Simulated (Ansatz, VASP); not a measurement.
**CdCu3O4: VASP beside Ansatz**

```
Cd Cu O
1.0
     5.06970    0.00000    0.00000
     0.00000    5.06970    0.00000
     0.00000    0.00000    5.06970
Cd Cu O
1 3 4
Cartesian
  0.0000 0.0000 0.0000
  2.5348 0.0000 0.0000
  0.0000 2.5348 0.0000
  0.0000 0.0000 2.5348
  1.2255 1.2255 1.2255
  1.2255 3.8442 3.8442
  3.8442 3.8442 1.2255
  3.8442 1.2255 3.8442
```

Alike in both runs: functional PBE; k mesh 4 × 4 × 4; occupations gaussian, width 0.1 eV; collinear spin.

Ansatz relaxed the structure, and its values are those at the end. VASP's run is a single point on that final structure, the one shown.

|  | VASP | Ansatz |
| --- | --- | --- |
| version | VASP 6.6.1 | Ansatz 0.2.0 |
| potentials or method | VASP PAW PBE potentials, release 64 (Cd, Cu, O), cutoff 520 eV | scalar-relativistic, plane waves, PAW |
| valence electrons in the cell | 69 | 101 |

Ansatz gave:

- gap on the k mesh at the Fermi level (eV): none
- pressure (GPa): 0.0
- rms of the force components (eV/Å): 0.000
- net moment per atom (μB): 0.37
- size of the moment on the site where the two differ most (μB): 0.37

**Question.** What did VASP give for the same quantities?

**Answer.** gap on the k mesh at the Fermi level (eV): none; pressure (GPa): 0.9; rms of the force components (eV/Å): 0.060; net moment per atom (μB): 0.37; size of the moment on the site where the two differ most (μB): 0.35.

Site moments also hang on the region over which each program counts them. A gap of «none» marks a metal or a gap that the smearing closes. VASP's potentials hold 69 valence electrons a cell and Ansatz's 101, so a difference there can come from the potentials and not from the codes.
